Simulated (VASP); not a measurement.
KCdCO3F, 7 atoms in the cell. The structure is hexagonal, space group P-6m2 (No. 187). The conventional cell has a = 5.042 Å, b = 5.042 Å, c = 4.424 Å, α = 90.00°, β = 90.00°, γ = 120.00°. Within 3.7 Å of K (site symmetry -6m2) lie 6 O at 2.75 Å and 3 F at 2.91 Å and 6 Cd at 3.66 Å and 6 C at 3.66 Å. Within 3.0 Å of Cd (site symmetry -6m2) lie 2 F at 2.21 Å and 6 O at 2.53 Å and 3 C at 2.91 Å. Within 1.7 Å of C (site symmetry -6m2) lie 3 O at 1.28 Å. O (site symmetry mm2) has 1 C at 1.28 Å within 1.7 Å. Within 3.0 Å of F (site symmetry -6m2) lie 2 Cd at 2.21 Å and 3 K at 2.91 Å. 

* Program: VASP 6.6.1
* Task: single point
* Functional: PBE
* Potentials or basis: VASP PAW PBE potentials, release 64 (K_sv, Cd, C, O, F)
* Cutoff: 520 eV
* k mesh: 6 × 6 × 6
* Occupations: fermi-dirac, width 0.02 eV
* Spin: no spin polarisation
* Dipole correction: no
* Further INCAR settings: ALGO = Normal; EDIFF = 1e-06; NBANDS = 34

Potentials or basis: VASP PAW PBE potentials, release 64 (K_sv, Cd, C, O, F).

Run with:

```bash
$ cat potpaw_PBE.64/K_sv/POTCAR potpaw_PBE.64/Cd/POTCAR potpaw_PBE.64/C/POTCAR potpaw_PBE.64/O/POTCAR potpaw_PBE.64/F/POTCAR > POTCAR
$ mpirun -np 1 vasp_std > vasp.out
```

Hardware: 1 thread of Oxide Virtual Turin-like Processor, with other jobs on the host.

Problem. How long does it take, and how much memory?

Solution. Run time: 2.4 min on 1 thread of Oxide Virtual Turin-like Processor, with other jobs on the host, peak memory 0.26 GiB. Counts: scf iterations 15, k points 28.
